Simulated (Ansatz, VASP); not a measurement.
# Two plane-wave programs on InSb

```
In Sb
1.0
     0.00000    3.25982    3.25982
     3.25982    0.00000    3.25982
     3.25982    3.25982    0.00000
In Sb
1 1
Direct
  0.00000 0.00000 0.00000
  0.75000 0.75000 0.75000
```

Alike in both runs: functional PBEsol; k mesh 12 × 12 × 12; occupations gaussian, width 0.1 eV; no spin polarisation.

Ansatz relaxed the structure, and its values are those at the end. VASP's run is a single point on that final structure, the one shown.

|  | VASP | Ansatz |
| --- | --- | --- |
| version | VASP 6.6.1 | Ansatz 0.2.0 |
| potentials or method | VASP PAW PBE potentials, release 64 (In_d, Sb), cutoff 520 eV | scalar-relativistic, plane waves, PAW |
| valence electrons in the cell | 18 | 28 |

```csv
,VASP,Ansatz,Ansatz less VASP
gap on the k mesh at the Fermi level (eV),none,none,-
pressure (GPa),0.0,0.0,-0.01
```

VASP's potentials were made for PBE, not for PBEsol, and Ansatz warns of the same on its side. A gap of «none» marks a metal or a gap that the smearing closes. VASP's potentials hold 18 valence electrons a cell and Ansatz's 28, so a difference there can come from the potentials and not from the codes.

Spin-orbit coupling is off throughout.
